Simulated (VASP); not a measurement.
Set up this calculation in VASP 6.6.1, as the native input.

| Item | Value |
| --- | --- |
| Task | single point |
| Functional | PBEsol |
| Potentials or basis | VASP PAW PBE potentials, release 64 (Sb) |
| Cutoff | 520 eV |
| k mesh | 9 × 9 × 5 |
| Occupations | fermi-dirac, width 0.05 eV |
| Spin | non-collinear spin, zero start, spin-orbit coupling |
| Starting moments | [[0.0, 0.0, 0.0], [0.0, 0.0, 0.0]] μB |
| Dipole correction | no |
| Further INCAR settings | ALGO = Normal; EDIFF = 1e-07; NBANDS = 22 |

The structure of Sb lies in POSCAR:

```
Sb
1.0
    3.3545324186      0.0000000000      0.0000000000
   -1.6772662093      2.9051102923      0.0000000000
    0.0000000000      0.0000000000      5.4701606500
Sb
2
Direct
    0.6666666667      0.3333333333      0.7500000000
    0.3333333333      0.6666666667      0.2500000000
```

This isn't the form of Sb at room conditions, which is rhombohedral.

These files were run (other wordings do the same):

INCAR

```
  PREC = Accurate
  ENCUT = 520
  EDIFF = 1E-7
  ISMEAR = -1
  SIGMA = 0.05
  LREAL = False
  LASPH = True
  NELM = 150
  ALGO = Normal
  ISIF = 2
  LWAVE = False
  LCHARG = False
  MAGMOM = 0 0 0 0 0 0
  LORBIT = 11
  LSORBIT = True
  GGA_COMPAT = False
  LORBMOM = True
  GGA = PS
  NBANDS = 22
```

KPOINTS

```
Automatic mesh
0
Gamma
  9 9 5
```

Potentials or basis: VASP PAW PBE potentials, release 64 (Sb).

Command:

```sh
$ cat potpaw_PBE.64/Sb/POTCAR > POTCAR
$ mpirun -np 1 vasp_ncl > vasp.out
```

It gave:

```json
{
  "Pressure": "-1.5 GPa",
  "Net moment": "0.00 μB per cell",
  "Valence electrons inside the program's atomic spheres": "Sb 2.34"
}
```

Caveat: the PAW data sets were made with another functional, which shifts forces and pressure a little.

Wall time 32 s on 1 thread of Intel(R) Xeon(R) 6975P-C (Granite Rapids), with other jobs on the host, peak memory 0.33 GiB.
